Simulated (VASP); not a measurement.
# Sc2Mo (P6/mmm) in VASP: further runs, part 2 of 2

VASP 6.6.1.

### 3 Single point, PBE

This run uses another cell than the first one, of 19.52 Å³/atom.

Input file INCAR:

```
ALGO = Normal
EDIFF = 1E-6
ENCUT = 520
GGA = PE
ISIF = 2
ISMEAR = 0
LASPH = T
LCHARG = T
LELF = T
LREAL = F
LVHAR = T
LWAVE = F
NBANDS = 25
NELM = 80
PREC = Accurate
SIGMA = 0.1
```

Input file KPOINTS:

```
k-points
0
Gamma
  6 6 6
```

Input file POSCAR:

```
Sc2Mo
1.0
    4.8638208568     -0.0000000032      0.0000000000
   -2.4319104257      4.2121924230      0.0000000000
    0.0000000000      0.0000000000      2.8590081802
Sc Mo
2 1
Direct
    0.6666666667      0.3333333333      0.5000000000
    0.3333333333      0.6666666667      0.5000000000
    0.0000000000      0.0000000000      0.0000000000
```

Potentials or basis: VASP PAW PBE potentials, release 64 (Sc_sv, Mo_sv).

The run is started by

```
cat potpaw_PBE.64/Sc_sv/POTCAR potpaw_PBE.64/Mo_sv/POTCAR > POTCAR
mpirun -np 1 vasp_std > vasp.out
```

OUTCAR:

```text
EDIFF = 1E-6
   ENCUT = 520
   GGA = PE
   ISIF = 2
   ISMEAR = 0
   LASPH = T
   LREAL = F
   NELM = 80
   PREC = Accurate

 ion  position               nearest neighbor table
   1  0.667  0.333  0.500-   2 2.81   2 2.81   2 2.81   3 3.15   3 3.15   3 3.15   3 3.15   3 3.15
                             3 3.15
   2  0.333  0.667  0.500-   1 2.81   1 2.81   1 2.81   3 3.15   3 3.15   3 3.15   3 3.15   3 3.15
                             3 3.15
   3  0.000  0.000  0.000-   1 3.15   2 3.15   1 3.15   2 3.15   2 3.15   2 3.15   1 3.15   1 3.15
                             1 3.15   1 3.15   2 3.15   2 3.15

  LATTYP: Found a hexagonal cell.
 ALAT       =     4.8638208568
 C/A-ratio  =     0.5878111601

  Lattice vectors:

 A1 = (   4.8638208568,  -0.0000000032,   0.0000000000)
 A2 = (  -2.4319104257,   4.2121924230,   0.0000000000)
 A3 = (   0.0000000000,   0.0000000000,   2.8590081802)

Analysis of symmetry for initial positions (statically):
=====================================================================
 Subroutine PRICEL returns:
 Original cell was already a primitive cell.

 Routine SETGRP: Setting up the symmetry group for a
 hexagonal supercell.

 Subroutine GETGRP returns: Found 24 space group operations
 (whereof 24 operations were pure point group operations)
 out of a pool of 24 trial point group operations.

The static configuration has the point symmetry D_6h.

Analysis of symmetry for dynamics (positions and initial velocities):
=====================================================================
 Subroutine PRICEL returns:
 Original cell was already a primitive cell.

 Routine SETGRP: Setting up the symmetry group for a
 hexagonal supercell.

 Subroutine GETGRP returns: Found 24 space group operations
 (whereof 24 operations were pure point group operations)
 out of a pool of 24 trial point group operations.

The dynamic configuration has the point symmetry D_6h.

 Subroutine INISYM returns: Found 24 space group operations
 (whereof 24 operations are pure point group operations),
 and found     1 'primitive' translations

----------------------------------------------------------------------------------------

                                     Primitive cell

  volume of cell :      58.5735

  direct lattice vectors                    reciprocal lattice vectors
     4.863820857 -0.000000003  0.000000000     0.205599678  0.118703029  0.000000000
    -2.431910426  4.212192423  0.000000000     0.000000000  0.237406058  0.000000000
     0.000000000  0.000000000  2.859008180     0.000000000  0.000000000  0.349771647

  length of vectors
     4.863820857  4.863820857  2.859008180     0.237406058  0.237406058  0.349771647

  position of ions in fractional coordinates (direct lattice)
     0.666666667  0.333333333  0.500000000
     0.333333333  0.666666667  0.500000000
     0.000000000  0.000000000  0.000000000

  ion indices of the primitive-cell ions
   primitive index   ion index
                 1           1
                 2           2
                 3           3

----------------------------------------------------------------------------------------

 KPOINTS: k-points

Automatic generation of k-mesh.
 Grid dimensions read from file:
 generate k-points for:    6    6    6

 Generating k-lattice:

  Cartesian coordinates                     Fractional coordinates (reciprocal lattice)
     0.034266613  0.019783838  0.000000000     0.166666667  0.000000000  0.000000000
     0.000000000  0.039567676  0.000000000     0.000000000  0.166666667  0.000000000
     0.000000000  0.000000000  0.058295275     0.000000000  0.000000000  0.166666667

  Length of vectors
     0.039567676  0.039567676  0.058295275

  Shift w.r.t. Gamma in fractional coordinates (k-lattice)
     0.000000000  0.000000000  0.000000000

 Subroutine IBZKPT returns following result:
 ===========================================

 Found     28 irreducible k-points:

 Following reciprocal coordinates:
            Coordinates               Weight
  0.000000  0.000000  0.000000      1.000000
  0.166667  0.000000  0.000000      6.000000
  0.333333  0.000000  0.000000      6.000000
  0.500000 -0.000000  0.000000      3.000000
  0.166667  0.166667  0.000000      6.000000
  0.333333  0.166667  0.000000     12.000000
[... 16 lines left out ...]
  0.166667  0.000000  0.500000      6.000000
  0.333333  0.000000  0.500000      6.000000
 [... further k-points ...]
   k-points           NKPTS =     28   k-points in BZ     NKDIM =     28   number of bands    NBANDS=     25
   number of dos      NEDOS =    301   number of ions     NIONS =      3
   total plane-waves  NPLWV =  31104
   dimension x,y,z NGX =    36 NGY =   36 NGZ =   24
   dimension x,y,z NGXF=    72 NGYF=   72 NGZF=   48
   ions per type =               2   1
   NGX,Y,Z   is equivalent  to a cutoff of  12.30, 12.30, 13.96 a.u.
   NGXF,Y,Z  is equivalent  to a cutoff of  24.61, 24.61, 27.91 a.u.
 SYSTEM =  unknown system
   PREC   = accura    normal or accurate (medium, high low for compatibility)
   ISTART =      0    job   : 0-new  1-cont  2-samecut
   ICHARG =      2    charge: 1-file 2-atom 10-const
   ISPIN  =      1    spin polarized calculation?
   LNONCOLLINEAR =      F non collinear calculations
   LSORBIT =      F    spin-orbit coupling
   LASPH  =      T    aspherical Exc in radial PAW
   ENCUT  =  520.0 eV  38.22 Ry    6.18 a.u.   9.04  9.04  5.32*2*pi/ulx,y,z
   NELM   =     80;   NELMIN=  2; NELMDL= -5     # of ELM steps
   EDIFF  = 0.1E-05   stopping-criterion for ELM
   LREAL  =      F    real-space projection
   EDIFFG = 0.1E-04   stopping-criterion for IOM
   NSW    =      0    number of steps for IOM
   IBRION =     -1    ionic relax: 0-MD 1-quasi-New 2-CG
   NFREE  =      0    steps in history (QN), initial steepest desc. (CG)
   ISIF   =      2    stress and relaxation
   ISYM   =      2    0-nonsym 1-usesym 2-fastsym
   POTIM  = 0.5000    time-step for ionic-motion
   TEBEG  =    0.0;   TEEND  =   0.0 temperature during run
   PSTRESS=    0.0 pullay stress
   NELECT =      36.0000    total number of electrons
   NUPDOWN=      -1.0000    fix difference up-down
   EMIN   =  10.00;   EMAX   =-10.00  energy-range for DOS
   EFERMI =   0.00;   METHOD = LEGACY
   ISMEAR =     0;   SIGMA  =   0.10  broadening in eV -4-tet -1-fermi 0-gaus
   EFERMI_NEDOS =   21; number of points for ismear=-14 and -15
   IALGO  =     38    algorithm
   IMIX   =      4    mixing-type and parameters
     AMIX     =   0.40;   BMIX     =  1.00
     AMIX_MAG =   1.60;   BMIX_MAG =  1.00
  volume/ion in A,a.u.               =      19.52       131.76
  Fermi-wavevector in a.u.,A,eV,Ry     =   1.391902  2.630313 26.359801  1.937391
  Thomas-Fermi vector in A             =   2.515696
   LORBIT       =      0    0 simple, 1 ext, 2 COOP (PROOUT), +10 PAW based schemes
   GGA     = PE    functional components
   LHFCALC =     F    Hartree Fock is set to
   AEXX    =    0.0000 exact exchange contribution
   IVDW    =     0    specifies the selected vdW correction
   LEPSILON=     F    determine dielectric tensor
   LRPA    =     F    only Hartree local field effects (RPA)
 non-spin polarized calculation
 Gauss-broadening in eV      SIGMA  =   0.10
  energy-cutoff  :      520.00
  volume of cell :       58.57
 maximum number of plane-waves:      1608
   NGX = 19   NGY = 19   NGZ = 11

 number of electron      36.0000002 magnetization

 Free energy of the ion-electron system (eV)
  ---------------------------------------------------
  ext. energy  EPLUGINS =         0.00000000
  ---------------------------------------------------
  free energy    TOTEN  =       -22.66556065 eV

  energy without entropy =      -22.65011255  energy(sigma->0) =      -22.65783660

 E-fermi :   6.4524     XC(G=0): -11.2889

 val. band max:        6.4063819181   @ k =   0.3333   0.3333   0.5000
 cond. band min:       6.4669554993   @ k =   0.1667   0.1667   0.0000
 fundamental gap:      0.0605735812
 Fermi energy:         6.4523861874

 k-point     1 :       0.0000    0.0000    0.0000
  band No.  band energies     occupation
      1     -54.0269      2.00000
      2     -42.8194      2.00000
      3     -42.6502      2.00000
      4     -28.0944      2.00000
      5     -28.0944      2.00000
      6     -27.7432      2.00000
[... 661 lines left out ...]
     24       9.8785      0.00000
     25       9.8893      0.00000

 [... further k-points ...]

------------------------ aborting loop because EDIFF is reached ----------------------------------------

  FORCE on cell =-STRESS in cart. coord.  units (eV):
  Direction    XX          YY          ZZ          XY          YZ          ZX
  --------------------------------------------------------------------------------------
  -------------------------------------------------------------------------------------
  Total        0.0816275      0.0816275      0.0745663     -0.0000000     -0.0000000      0.0000000
  in kB        2.2327788      2.2327788      2.0396326     -0.0000000     -0.0000000      0.0000000
  external PRESSURE =       2.1683967 kB  Pullay stress =       0.0000000 kB

 VOLUME and BASIS-vectors are now :
 -----------------------------------------------------------------------------
  energy-cutoff  :      520.00
  volume of cell :       58.57
      direct lattice vectors                 reciprocal lattice vectors
     4.863820857 -0.000000003  0.000000000     0.205599678  0.118703029  0.000000000
    -2.431910426  4.212192423  0.000000000     0.000000000  0.237406058  0.000000000
     0.000000000  0.000000000  2.859008180     0.000000000  0.000000000  0.349771647

 POSITION                                       TOTAL-FORCE (eV/Angst)
 -----------------------------------------------------------------------------------
      2.43191      1.40406      1.42950         0.000000      0.000000     -0.000000
      0.00000      2.80813      1.42950        -0.000000     -0.000000      0.000000
      0.00000      0.00000      0.00000         0.000000     -0.000000     -0.000000
 -----------------------------------------------------------------------------------
    total drift:                                0.000000      0.000000     -0.000000

  FREE ENERGIE OF THE ION-ELECTRON SYSTEM (eV)
  ---------------------------------------------------
  free  energy   TOTEN  =       -22.6655606531 eV

  energy  without entropy=      -22.6501125490  energy(sigma->0) =      -22.65783660
```

OSZICAR:

```text
N       E                     dE             d eps       ncg     rms          rms(c)
DAV:   1     0.586461696736E+03    0.58646E+03   -0.17546E+04  1416   0.159E+03
DAV:   2     0.127215595606E+02   -0.57374E+03   -0.56596E+03  1584   0.590E+02
DAV:   3    -0.235722795860E+02   -0.36294E+02   -0.35170E+02  2305   0.177E+02
DAV:   4    -0.248426924081E+02   -0.12704E+01   -0.12372E+01  2171   0.279E+01
DAV:   5    -0.248754256975E+02   -0.32733E-01   -0.32582E-01  2240   0.405E+00    0.125E+01
DAV:   6    -0.231291930842E+02    0.17462E+01   -0.61639E+00  2148   0.223E+01    0.542E+00
DAV:   7    -0.231487095400E+02   -0.19516E-01   -0.61322E+00  2151   0.961E+00    0.471E+00
DAV:   8    -0.226780545979E+02    0.47065E+00   -0.23401E+00  2246   0.839E+00    0.138E+00
DAV:   9    -0.226678332812E+02    0.10221E-01   -0.65174E-02  2171   0.176E+00    0.381E-01
DAV:  10    -0.226655663672E+02    0.22669E-02   -0.13044E-02  2374   0.638E-01    0.731E-02
DAV:  11    -0.226655808225E+02   -0.14455E-04   -0.47914E-04  2245   0.186E-01    0.375E-02
DAV:  12    -0.226655652133E+02    0.15609E-04   -0.16699E-04  2091   0.122E-01    0.109E-02
DAV:  13    -0.226655610514E+02    0.41619E-05   -0.16966E-05  2110   0.347E-02    0.404E-03
DAV:  14    -0.226655606531E+02    0.39829E-06   -0.15131E-06  1159   0.112E-02
   1 F= -.22665561E+02 E0= -.22657837E+02  d E =-.154481E-01
```

stdout:

```text
POSCAR found type information on POSCAR ScMo
 POSCAR found :  2 types and       3 ions
 scaLAPACK will be used
 LDA part: xc-table for (Slater+PW92), standard interpolation
 POSCAR, INCAR and KPOINTS ok, starting setup
 FFT: planning ... GRIDC
 FFT: planning ... GRID_SOFT
 FFT: planning ... GRID
 WAVECAR not read
 entering main loop
```

Wall time 58 s (1 thread of Oxide Virtual Turin-like, shared host); peak memory 0.16 GiB.

Results:

| Property | Result |
| --- | --- |
| Free energy | -22.6656 eV |
| Pressure | 0.2 GPa |
| Band gap on the k mesh | zero (bands 18 and 19 overlap by 0.49 eV) |

Levels at points of the mesh, in eV from the Fermi level:
```csv
k point,band 14,band 15,band 16,band 17,band 18,band 19,band 20,band 21,band 22,band 23
"(0.00, 0.00, 0.00)",-2.46,-1.24,-1.24,-0.14,-0.14,0.33,0.46,1.65,1.65,1.68
"(0.50, 0.00, 0.00)",-3.09,-2.81,-1.21,-0.74,0.26,0.26,0.63,1.13,1.31,1.73
"(0.00, 0.00, 0.50)",-2.23,-2.14,-2.14,-1.66,-1.38,1.47,1.47,2.15,2.15,2.90
"(0.50, 0.00, 0.50)",-2.37,-1.90,-1.26,-0.21,-0.18,0.10,0.23,1.56,1.68,2.69
```

Caveat: the k points lie up to 0.37 Å⁻¹ apart.

### 4 Relaxation of cell and atoms, PBE

Input file INCAR:

```
SYSTEM = Sc2Mo
ALGO = Normal
EDIFF = 1E-6
EDIFFG = -0.04
ENCUT = 600
GGA = PE
IBRION = 2
ISIF = 3
ISMEAR = 0
LASPH = .True.
LCHARG = .False.
LREAL = .False.
LWAVE = .False.
NELM = 80
NSW = 90
PREC = Accurate
SIGMA = 0.1
```

Input file KPOINTS:

```
k-points
0
Gamma
  6 6 6
  0 0 0
```

Input file POSCAR:

```
Sc2Mo
1.0
    4.4528879900      0.0000000000      0.0000000000
   -2.2264439900      3.8563141200      0.0000000000
    0.0000000000      0.0000000000      3.1538962700
Sc Mo
2 1
Direct
    0.6666666700      0.3333333300      0.5000000000
    0.3333333300      0.6666666700      0.5000000000
    0.0000000000      0.0000000000      0.0000000000
```

The run is started by

```
cat potpaw_PBE.64/Sc_sv/POTCAR potpaw_PBE.64/Mo_sv/POTCAR > POTCAR
mpirun -np 1 vasp_std > vasp.out
```

Wall time 3.3 min (1 thread of Oxide Virtual Turin-like, shared host); peak memory 0.18 GiB.

Results (log left out):

```
Free energy                           : -22.6633 eV
Relaxed volume                        : 19.57 Å³/atom
Relaxed cell                          : a = 4.870 Å, b = 4.870 Å, c = 2.859 Å, α = 90.00°, β = 90.00°, γ = 120.00°
Space group after relaxing (to 0.1 Å) : P6/mmm (No. 191)
Energy gained by relaxing             : 229.6 meV/atom
Ionic steps                           : 5
Pressure after relaxing               : 0.0 GPa
Band gap on the k mesh                : zero (bands 18 and 19 overlap by 0.48 eV)
```

Stress tensor (GPa, compression positive):
```
-0.06  0.00  0.00
 0.00 -0.06  0.00
 0.00  0.00  0.09
```

The path:
```csv
step,energy change (eV),largest force (eV/Å),pressure (GPa),volume (Å³)
1,0.0000,0.0000,8.68,54.16
2,-0.6077,0.0000,-4.63,61.79
3,-0.6075,0.0000,-4.35,61.57
4,-0.6822,0.0000,1.34,57.97
5,-0.6889,0.0000,-0.01,58.72
```

Final structure:
```
CELL_PARAMETERS angstrom
4.86978 0.00000 0.00000
-2.43489 4.21736 0.00000
0.00000 0.00000 2.85934
ATOMIC_POSITIONS crystal
Sc 0.66667 0.33333 0.50000
Sc 0.33333 0.66667 0.50000
Mo 0.00000 0.00000 0.00000
```

Levels at points of the mesh, in eV from the Fermi level:
| k point | band 14 | band 15 | band 16 | band 17 | band 18 | band 19 | band 20 | band 21 | band 22 |
| --- | --- | --- | --- | --- | --- | --- | --- | --- | --- |
| (0.00, 0.00, 0.00) | -2.46 | -1.24 | -1.24 | -0.15 | -0.15 | 0.32 | 0.45 | 1.65 | 1.65 |
| (0.50, 0.00, 0.00) | -3.09 | -2.80 | -1.21 | -0.74 | 0.25 | 0.26 | 0.62 | 1.11 | 1.31 |
| (0.00, 0.00, 0.50) | -2.23 | -2.13 | -2.13 | -1.66 | -1.38 | 1.46 | 1.46 | 2.15 | 2.15 |
| (0.50, 0.00, 0.50) | -2.36 | -1.90 | -1.25 | -0.21 | -0.18 | 0.10 | 0.24 | 1.55 | 1.67 |

### 5 The runs side by side

```tsv
task	cell	cutoff (eV)	gap on the mesh (eV)	pressure (GPa)
single point	a = 4.453, b = 4.453, c = 3.154 Å, angles 90.0, 90.0, 120.0°, 3 atoms	520	none	8.7
single point	a = 4.864, b = 4.864, c = 2.859 Å, angles 90.0, 90.0, 120.0°, 3 atoms	520	none	0.2
relaxation of cell and atoms	relaxed from a = 4.453, b = 4.453, c = 3.154 Å, angles 90.0, 90.0, 120.0°, 3 atoms	600	none	0.0
```

Alike in all rows: level PBE; potentials or basis VASP PAW PBE potentials, release 64 (Sc_sv, Mo_sv); no spin polarisation; k mesh 6 × 6 × 6; smearing gaussian 0.1 eV.

Caveats: some runs use coarse meshes; the stress differs along the axes, from -9 to 18 GPa (at least some runs).

Absolute energies hang on the potentials; compare differences alone.

The gap in the log of VASP goes by the Fermi energy; the results here count the filled bands.